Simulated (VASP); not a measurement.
Wanted: the native input for a VASP 6.6.1 run.

- Task: single point
- Functional: PBE
- Potentials or basis: VASP PAW PBE potentials, release 64 (Rb_sv)
- Cutoff: 520 eV
- k mesh: 10 × 10 × 10
- Occupations: gaussian, width 0.1 eV
- Spin: no spin polarisation
- Dipole correction: no
- Further INCAR settings: ALGO = Normal; EDIFF = 1e-07; NBANDS = 10

The structure of Rb lies in POSCAR:

```
Rb
1.0
   -2.7504692600      2.7504692600      2.7504692600
    2.7504692600     -2.7504692600      2.7504692600
    2.7504692600      2.7504692600     -2.7504692600
Rb
1
Direct
    0.0000000000      0.0000000000      0.0000000000
```

This cell differs from its parent crystal: strained.

These files were run (other wordings do the same):

INCAR

```
PREC     = Accurate       # precision mode
ENCUT    = 520            # plane-wave cutoff, eV
EDIFF    = 1E-7           # SCF threshold, eV
ISMEAR   = 0              # smearing method
SIGMA    = 0.1            # smearing width, eV
LREAL    = False          # projectors in reciprocal space
LASPH    = True           # aspherical terms in the spheres
NELM     = 80             # most SCF steps
ALGO     = Normal         # electronic algorithm
ISIF     = 2              # what is computed and relaxed
LWAVE    = False          # write WAVECAR
LCHARG   = False          # write CHGCAR
GGA      = PE             # functional
NBANDS   = 10             # bands
```

KPOINTS

```
Automatic mesh
0
Gamma
  10 10 10
```

Potentials or basis: VASP PAW PBE potentials, release 64 (Rb_sv).

The run is started by

```console
$ cat potpaw_PBE.64/Rb_sv/POTCAR > POTCAR
$ mpirun -np 1 vasp_std > vasp.out
```

It gave:

- Pressure: 0.3 GPa

Caveat: the cell differs from its parent crystal (strained).

Wall time 70 s on 1 thread of AMD EPYC 7R13, with other jobs on the host, peak memory 0.18 GiB.
